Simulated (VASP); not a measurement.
# AlAs (x.b) (F-43m) in VASP: single point with PBE

Aim: the single point of AlAs (x.b) with PBE.

Everything below comes from runs of VASP 6.6.1. Logs are shortened: lines on timing, memory, paths and dates and some standing lists are left out, and cuts for length are marked.

**1. The cell of the first run**

It takes space group F-43m (No. 216, cubic). The conventional cell has a = 5.728 Å, b = 5.728 Å, c = 5.728 Å, α = 90.00°, β = 90.00°, γ = 90.00°. Within 3.3 Å of Al (site symmetry -43m) lie 4 As at 2.48 Å. As (site symmetry -43m) has 4 Al at 2.48 Å within 3.3 Å.

**2. Single point, PBE**

INCAR reads:

```
SYSTEM = AlAs
PREC = Accurate
ENCUT = 500
EDIFF = 1E-6
ISMEAR = 0
SIGMA = 0.02
LREAL = .FALSE.
LASPH = .TRUE.
NELM = 120
ALGO = Normal
ISIF = 2
LWAVE = .FALSE.
LCHARG = .TRUE.
GGA = PE
LELF = .TRUE.
LVHAR = .TRUE.
NBANDS = 11
GGA_COMPAT = .FALSE.
```

KPOINTS reads:

```
regular mesh
0
G
  8 8 8
  0 0 0
```

POSCAR reads:

```
AlAs
1.0
    0.0000000000      2.8638561904      2.8638561904
    2.8638561904      0.0000000000      2.8638561904
    2.8638561904      2.8638561904      0.0000000000
Al As
1 1
Direct
    0.0000000000      0.0000000000      0.0000000000
    0.2500000000      0.2500000000      0.2500000000
```

Potentials or basis: VASP PAW PBE potentials, release 64 (Al, As).

Started as:

```console
> cat potpaw_PBE.64/Al/POTCAR potpaw_PBE.64/As/POTCAR > POTCAR
> mpirun -np 1 vasp_std > vasp.out
```

OUTCAR:

```text
SYSTEM = AlAs
   PREC = Accurate
   ENCUT = 500
   EDIFF = 1E-6
   ISMEAR = 0
   LREAL = .FALSE.
   LASPH = .TRUE.
   NELM = 120
   ISIF = 2
   GGA = PE

 ion  position               nearest neighbor table
   1  0.000  0.000  0.000-   2 2.48   2 2.48   2 2.48   2 2.48
   2  0.250  0.250  0.250-   1 2.48   1 2.48   1 2.48   1 2.48

  LATTYP: Found a face centered cubic cell.
 ALAT       =     5.7277123808

  Lattice vectors:

 A1 = (   0.0000000000,   2.8638561904,   2.8638561904)
 A2 = (   2.8638561904,   0.0000000000,   2.8638561904)
 A3 = (   2.8638561904,   2.8638561904,   0.0000000000)

Analysis of symmetry for initial positions (statically):
=====================================================================
 Subroutine PRICEL returns:
 Original cell was already a primitive cell.

 Routine SETGRP: Setting up the symmetry group for a
 face centered cubic supercell.

 Subroutine GETGRP returns: Found 24 space group operations
 (whereof 24 operations were pure point group operations)
 out of a pool of 48 trial point group operations.

The static configuration has the point symmetry T_d .

Analysis of symmetry for dynamics (positions and initial velocities):
=====================================================================
 Subroutine PRICEL returns:
 Original cell was already a primitive cell.

 Routine SETGRP: Setting up the symmetry group for a
 face centered cubic supercell.

 Subroutine GETGRP returns: Found 24 space group operations
 (whereof 24 operations were pure point group operations)
 out of a pool of 48 trial point group operations.

The dynamic configuration has the point symmetry T_d .

 Subroutine INISYM returns: Found 24 space group operations
 (whereof 24 operations are pure point group operations),
 and found     1 'primitive' translations

----------------------------------------------------------------------------------------

                                     Primitive cell

  volume of cell :      46.9768

  direct lattice vectors                    reciprocal lattice vectors
     0.000000000  2.863856190  2.863856190    -0.174589772  0.174589772  0.174589772
     2.863856190  0.000000000  2.863856190     0.174589772 -0.174589772  0.174589772
     2.863856190  2.863856190  0.000000000     0.174589772  0.174589772 -0.174589772

  length of vectors
     4.050104265  4.050104265  4.050104265     0.302398356  0.302398356  0.302398356

  position of ions in fractional coordinates (direct lattice)
     0.000000000  0.000000000  0.000000000
     0.250000000  0.250000000  0.250000000

  ion indices of the primitive-cell ions
   primitive index   ion index
                 1           1
[... 79 lines left out ...]
   ISIF   =      2    stress and relaxation
   ISYM   =      2    0-nonsym 1-usesym 2-fastsym
   POTIM  = 0.5000    time-step for ionic-motion
   TEBEG  =    0.0;   TEEND  =   0.0 temperature during run
   PSTRESS=    0.0 pullay stress
   NELECT =       8.0000    total number of electrons
   NUPDOWN=      -1.0000    fix difference up-down
   EMIN   =  10.00;   EMAX   =-10.00  energy-range for DOS
   EFERMI =   0.00;   METHOD = LEGACY
   ISMEAR =     0;   SIGMA  =   0.02  broadening in eV -4-tet -1-fermi 0-gaus
   EFERMI_NEDOS =   21; number of points for ismear=-14 and -15
   IALGO  =     38    algorithm
   IMIX   =      4    mixing-type and parameters
     AMIX     =   0.40;   BMIX     =  1.00
     AMIX_MAG =   1.60;   BMIX_MAG =  1.00
  volume/ion in A,a.u.               =      23.49       158.51
  Fermi-wavevector in a.u.,A,eV,Ry     =   0.907424  1.714783 11.203288  0.823418
  Thomas-Fermi vector in A             =   2.031230
   LORBIT       =      0    0 simple, 1 ext, 2 COOP (PROOUT), +10 PAW based schemes
   GGA     = PE    functional components
   LHFCALC =     F    Hartree Fock is set to
   AEXX    =    0.0000 exact exchange contribution
   IVDW    =     0    specifies the selected vdW correction
   LEPSILON=     F    determine dielectric tensor
   LRPA    =     F    only Hartree local field effects (RPA)
 non-spin polarized calculation
 Gauss-broadening in eV      SIGMA  =   0.02
  energy-cutoff  :      500.00
  volume of cell :       46.98
 maximum number of plane-waves:      1243
 NGX is ok and might be reduce to    30
   NGX = 15   NGY = 15   NGZ = 15

 number of electron       7.9999999 magnetization

 Free energy of the ion-electron system (eV)
  ---------------------------------------------------
  ext. energy  EPLUGINS =         0.00000000
  ---------------------------------------------------
  free energy    TOTEN  =        -9.38797865 eV

  energy without entropy =       -9.38797865  energy(sigma->0) =       -9.38797865

 E-fermi :   3.6751     XC(G=0):  -8.9050

 val. band max:        3.5946392287   @ k =   0.0000   0.0000   0.0000
 cond. band min:       5.0889167571   @ k =   0.5000   0.5000   0.0000
 fundamental gap:      1.4942775284
 Fermi energy:         3.6751236337

 k-point     1 :       0.0000    0.0000    0.0000
  band No.  band energies     occupation
      1      -8.0765      2.00000
      2       3.5946      2.00000
      3       3.5946      2.00000
      4       3.5946      2.00000
      5       5.3780      0.00000
      6       7.8218      0.00000
      7       7.8218      0.00000
      8       7.8218      0.00000
      9      12.2778      0.00000
     10      12.5371      0.00000
     11      12.5371      0.00000
[... 309 lines left out ...]
 k-point    24 :      -0.3750    0.2500    0.1250
  band No.  band energies     occupation
      1      -6.4885      2.00000
      2      -1.5394      2.00000
      3       0.9925      2.00000
      4       2.1114      2.00000
      5       7.1752      0.00000
      6       7.8056      0.00000
      7      10.1341      0.00000
      8      11.0979      0.00000
      9      11.8140      0.00000
     10      14.4582      0.00000
     11      15.6793      0.00000

 [... further k-points ...]
[... 5 lines left out ...]
  --------------------------------------------------------------------------------------
  -------------------------------------------------------------------------------------
  Total        0.0534170      0.0534170      0.0534170      0.0000000      0.0000000      0.0000000
  in kB        1.8218229      1.8218229      1.8218229      0.0000000      0.0000000      0.0000000
  external PRESSURE =       1.8218229 kB  Pullay stress =       0.0000000 kB

 VOLUME and BASIS-vectors are now :
 -----------------------------------------------------------------------------
  energy-cutoff  :      500.00
  volume of cell :       46.98
      direct lattice vectors                 reciprocal lattice vectors
     0.000000000  2.863856190  2.863856190    -0.174589772  0.174589772  0.174589772
     2.863856190  0.000000000  2.863856190     0.174589772 -0.174589772  0.174589772
     2.863856190  2.863856190  0.000000000     0.174589772  0.174589772 -0.174589772

 POSITION                                       TOTAL-FORCE (eV/Angst)
 -----------------------------------------------------------------------------------
      0.00000      0.00000      0.00000         0.000000      0.000000      0.000000
      1.43193      1.43193      1.43193        -0.000000     -0.000000     -0.000000
 -----------------------------------------------------------------------------------
    total drift:                               -0.000000     -0.000000     -0.000000

  FREE ENERGIE OF THE ION-ELECTRON SYSTEM (eV)
  ---------------------------------------------------
  free  energy   TOTEN  =        -9.3879786486 eV

  energy  without entropy=       -9.3879786486  energy(sigma->0) =       -9.38797865
```

stdout:

```text
POSCAR found type information on POSCAR AlAs
 POSCAR found :  2 types and       2 ions
 scaLAPACK will be used
 LDA part: xc-table for (Slater+PW92), standard interpolation
 POSCAR, INCAR and KPOINTS ok, starting setup
 FFT: planning ... GRIDC
 FFT: planning ... GRID_SOFT
 FFT: planning ... GRID
 WAVECAR not read
 entering main loop
```

Run time: 9.5 s. Hardware: 1 thread of AMD EPYC 9R45 (Zen 5), shared host; peak memory 0.14 GiB.

What came out:

```yaml
Free_energy: -9.3880 eV
Pressure: 0.2 GPa
Band_gap_on_the_k_mesh: 1.49 eV, indirect (least direct gap 1.78 eV)
```

Levels at points of the mesh, in eV from the valence-band top:
```tsv
k point	band 1	band 2	band 3	band 4	band 5	band 6	band 7	band 8
(0.00, 0.00, 0.00)	-11.67	0.00	0.00	0.00	1.78	4.23	4.23	4.23
(0.50, 0.00, 0.00)	-10.33	-5.42	-0.80	-0.80	2.01	4.65	4.65	7.68
(0.50, 0.50, 0.00)	-9.81	-5.31	-2.10	-2.10	1.49	2.29	10.06	10.06
```
